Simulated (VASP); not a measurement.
ZnO: single point with HSE06

ZnO:

```
Zn O
1.0
     4.91987    2.84049    0.00000
    -4.91987    2.84049    0.00000
     0.00000    0.00000    5.29405
Zn O
6 6
Direct
  0.00000 0.33333 0.50061
  0.33333 0.00000 0.50061
  0.66667 0.66667 0.50061
  0.00000 0.66667 0.00061
  0.33333 0.33333 0.00061
  0.66667 0.00000 0.00061
  0.00000 0.33333 0.87970
  0.33333 0.00000 0.87970
  0.66667 0.66667 0.87970
  0.00000 0.66667 0.37970
  0.33333 0.33333 0.37970
  0.66667 0.00000 0.37970
```

```json
{
 "Program": "VASP 6.6.1",
 "Task": "single point",
 "Functional": "HSE06",
 "Potentials or basis": "VASP PAW PBE potentials, release 64 (Zn, O)",
 "Cutoff": "520 eV",
 "k mesh": "2 × 2 × 2",
 "Occupations": "fermi-dirac, width 0.01 eV",
 "Spin": "no spin polarisation",
 "Dipole correction": "no",
 "Grid for exact exchange (PRECFOCK)": "Fast",
 "Further INCAR settings": "ALGO = Normal; EDIFF = 1e-06; NBANDS = 66",
 "Share of exact exchange": "0.25",
 "Screening parameter": "0.2079 1/Å"
}
```

```json
{
 "Pressure": "-3.4 GPa",
 "Largest force": "0.013 eV/Å",
 "Band gap on the k mesh": "2.42 eV"
}
```

Forces in eV/Å, atoms in the order of the input:
```
Zn   0.000  0.000 -0.013
Zn   0.000  0.000 -0.013
Zn   0.000  0.000 -0.013
Zn   0.000  0.000 -0.013
Zn   0.000  0.000 -0.013
Zn   0.000  0.000 -0.013
O    0.000  0.000  0.013
O    0.000  0.000  0.013
O    0.000  0.000  0.013
O    0.000  0.000  0.013
O    0.000  0.000  0.013
O    0.000  0.000  0.013
```

Stress tensor (GPa, compression positive):
```
-3.21  0.00  0.00
 0.00 -3.21  0.00
 0.00  0.00 -3.74
```

Levels at points of the mesh, in eV from the valence-band top:
| k point | band 50 | band 51 | band 52 | band 53 | band 54 | band 55 | band 56 | band 57 | band 58 | band 59 |
| --- | --- | --- | --- | --- | --- | --- | --- | --- | --- | --- |
| (0.00, 0.00, 0.00) | -0.80 | -0.80 | -0.07 | 0.00 | 0.00 | 2.42 | 7.06 | 9.34 | 9.34 | 9.67 |
| (0.50, 0.00, 0.00) | -0.83 | -0.68 | -0.68 | -0.62 | -0.62 | 5.51 | 5.51 | 7.60 | 8.61 | 9.30 |
| (0.00, 0.00, 0.50) | -1.23 | -0.40 | -0.40 | -0.40 | -0.40 | 5.12 | 5.12 | 9.76 | 9.76 | 9.76 |
| (0.50, 0.00, 0.50) | -1.39 | -1.22 | -1.22 | -1.22 | -1.22 | 6.92 | 6.92 | 6.92 | 6.92 | 7.43 |

Run time: 36 min on 1 thread of Intel Xeon 8259CL, with other jobs on the host, peak memory 0.4 GiB.

Caveat: the k points lie up to 0.64 Å⁻¹ apart; the PAW data sets were made with another functional, which shifts forces and pressure a little.
